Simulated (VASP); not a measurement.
**Cr: single point with PBE**

The system is Cr.

```
CELL_PARAMETERS angstrom
-1.42401 1.42401 1.42401
1.42401 -1.42401 1.42401
1.42401 1.42401 -1.42401
ATOMIC_POSITIONS crystal
Cr 0.00000 0.00000 0.00000
```

- Program: VASP 6.6.1
- Task: single point
- Functional: PBE
- Potentials or basis: VASP PAW PBE potentials, release 64 (Cr_pv)
- Cutoff: 520 eV
- k mesh: 7 × 7 × 7
- Occupations: fermi-dirac, width 0.05 eV
- Spin: collinear spin, ferromagnetic start
- Starting moments: [1.5] μB
- Dipole correction: no
- Further INCAR settings: ALGO = Normal; EDIFF = 1e-06; NBANDS = 16

The pressure is -0.6 GPa and the band gap on the k mesh is zero (filled and empty bands overlap). The net moment is 0.00 μB per cell and the valence electrons inside the program's atomic spheres are Cr 11.06.

Levels at points of the mesh, in eV from the Fermi level:
Spin up:
```
           k point  band 3  band 4  band 5  band 6  band 7  band 8  band 9  band 10
(0.00, 0.00, 0.00)  -42.75   -7.93   -0.95   -0.95   -0.95    1.11    1.11     7.10
```
Spin down:
```tsv
k point	band 2	band 3	band 4	band 5	band 6	band 7	band 8	band 9	band 10	band 11
(0.00, 0.00, 0.00)	-42.75	-42.75	-7.93	-0.95	-0.95	-0.95	1.11	1.11	7.10	22.23
```

Run time: 6.8 s on 1 thread of Intel Xeon 6975P-C (shared host), peak memory 0.13 GiB.

Caveat: the k points lie up to 0.45 Å⁻¹ apart; the starting moments collapsed, and a magnetic state may lie lower.
